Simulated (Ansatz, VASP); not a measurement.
## Pd: VASP and Ansatz over several settings

```
CELL_PARAMETERS angstrom
0.00000 1.93344 1.93344
1.93344 0.00000 1.93344
1.93344 1.93344 0.00000
ATOMIC_POSITIONS crystal
Pd 0.00000 0.00000 0.00000
```

Single points on this cell with VASP 6.6.1 and Ansatz 0.2.0. Each row is one pair of runs. Alike in all rows: spin: off; smearing: fermi-dirac, width 0.05 eV.

| level | k mesh | VASP's potentials, cutoff | Ansatz's potentials, cutoff | gap on the k mesh at the Fermi level (eV), VASP | gap on the k mesh at the Fermi level (eV), Ansatz | pressure (GPa), VASP | pressure (GPa), Ansatz |
| --- | --- | --- | --- | --- | --- | --- | --- |
| PBE+D3(BJ) | 12 × 12 × 12 | VASP PAW PBE potentials, release 64 (Pd), 520 eV | Ansatz PAW, 420 eV | ? | none | ? | 3.4 |
| revPBE | 12 × 12 × 12 | VASP PAW PBE potentials, release 64 (Pd), 520 eV | Ansatz PAW, 420 eV | none | none | 14.4 | 14.8 |
| BLYP+D3(BJ) | 12 × 12 × 12 | VASP PAW PBE potentials, release 64 (Pd), 520 eV | Ansatz PAW, 420 eV | none | none | 5.2 | 4.7 |
| LDA | 12 × 12 × 12 | VASP PAW LDA potentials, release 64 (Pd), 520 eV | JTH PAW LDA, 1080 eV | none | none | -4.6 | -3.6 |
| r2SCAN+D4 | 12 × 12 × 12 | VASP PAW PBE potentials, release 64 (Pd), 520 eV | Ansatz PAW, 500 eV | none | none | 5.5 | 4.6 |
| r2SCAN+rVV10 | 12 × 12 × 12 | VASP PAW PBE potentials, release 64 (Pd_sv_GW), 590 eV | Ansatz PAW, 500 eV | none | none | 2.4 | 3.5 |
| r2SCANh | 6 × 6 × 6 | VASP PAW PBE potentials, release 64 (Pd), 520 eV | Ansatz PAW, 500 eV | none | none | 3.9 | 4.1 |

Task: Fill in what VASP gave in row 1.

Result: gap on the k mesh at the Fermi level (eV): none; pressure (GPa): 3.0.

VASP's potentials hold 10 valence electrons a cell and Ansatz's 18 in some rows, so a difference there can come from the potentials and not from the codes.

A gap of «none» marks a metal or a gap that the smearing closes.

The k mesh is coarse in some rows, so the values compare programs but aren't converged.
